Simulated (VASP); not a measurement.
Input of a VASP 6.6.1 run:

INCAR

```
SYSTEM = InP
  ALGO = Normal
  EDIFF = 1E-6
  ENCUT = 520
  GGA = PE
  ISIF = 2
  ISMEAR = 0
  LASPH = .True.
  LCHARG = .True.
  LELF = .True.
  LREAL = .False.
  LVHAR = .True.
  LWAVE = .False.
  NBANDS = 16
  NELM = 60
  PREC = Accurate
  SIGMA = 0.15
```

The input KPOINTS:

```
k-points
0
Gamma
  16 16 16
  0 0 0
```

File POSCAR:

```
InP
1.0
    0.0000000000      2.8941144496      2.7783498716
    2.8941144496      0.0000000000      2.7783498716
    2.8941144496      2.8941144496      0.0000000000
In P
1 1
Direct
    0.0000000000      0.0000000000      0.0000000000
    0.5000000000      0.5000000000      0.5000000000
```

Potentials or basis: VASP PAW PBE potentials, release 64 (In_d, P).

Launch:

```bash
$ cat potpaw_PBE.64/In_d/POTCAR potpaw_PBE.64/P/POTCAR > POTCAR
$ mpirun -np 1 vasp_std > vasp.out
```

**Question.** What does it give for the pressure?

**Answer.** -5.2 GPa.

**Question.** Estimate the band gap on the k mesh.

**Answer.** Zero (band 9 reaches 6.25 eV, above the bottom of band 10 at 3.82 eV).

Stress tensor (GPa, compression positive):
```
-6.12  0.00  0.00
 0.00 -6.12  0.00
 0.00  0.00 -3.30
```

Caveat: spin-orbit coupling is left out, which moves the levels of the heavy elements.
